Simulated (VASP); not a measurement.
Set up this calculation in VASP 6.6.1, as the native input.

| Property | Result |
| --- | --- |
| Task | single point |
| Functional | PBE |
| Potentials or basis | VASP PAW PBE potentials, release 64 (Si, N) |
| Cutoff | 600 eV |
| k mesh | 22 × 22 × 10 |
| Occupations | gaussian, width 0.1 eV |
| Spin | no spin polarisation |
| Dipole correction | no |
| Further INCAR settings | ALGO = Normal; EDIFF = 1e-06; NBANDS = 17 |

The structure of SiN lies in POSCAR:

```
SiN
1.0
    2.8370112079      0.0000000000      0.0000000000
   -1.4185056039      2.4569237768      0.0000000000
    0.0000000000      0.0000000000      5.6813325896
Si N
2 2
Direct
    0.3333333333      0.6666666667      0.5157939723
    0.6666666667      0.3333333333      1.0157939723
    0.3333333333      0.6666666667      0.8592060277
    0.6666666667      0.3333333333      0.3592060277
```

These files were run (other wordings do the same):

INCAR

```
SYSTEM = SiN
PREC     = Accurate       ! precision mode
ENCUT    = 600            ! plane-wave cutoff, eV
EDIFF    = 1E-6           ! SCF threshold, eV
ISMEAR   = 0              ! smearing method
SIGMA    = 0.1            ! smearing width, eV
LREAL    = .FALSE.        ! projectors in reciprocal space
LASPH    = .TRUE.         ! aspherical terms in the spheres
NELM     = 120            ! most SCF steps
ALGO     = Normal         ! electronic algorithm
ISIF     = 2              ! what is computed and relaxed
LWAVE    = .FALSE.        ! write WAVECAR
LCHARG   = .TRUE.         ! write CHGCAR
GGA      = PE             ! functional
LELF     = .TRUE.         ! ELF
LVHAR    = .TRUE.       
NBANDS   = 17             ! bands
GGA_COMPAT= .FALSE.
```

KPOINTS

```
Automatic mesh
0
G
  22 22 10
  0 0 0
```

Potentials or basis: VASP PAW PBE potentials, release 64 (Si, N).

Run with:

```sh
$ cat potpaw_PBE.64/Si/POTCAR potpaw_PBE.64/N/POTCAR > POTCAR
$ mpirun -np 1 vasp_std > vasp.out
```

It gave:

```yaml
Pressure: -0.3 GPa
Band_gap_on_the_k_mesh: zero (bands 9 and 10 overlap by 2.56 eV)
```

It took 3.8 min on 1 thread of AMD EPYC 7R13 Processor (Zen 3), with other jobs on the host, peak memory 0.3 GiB.
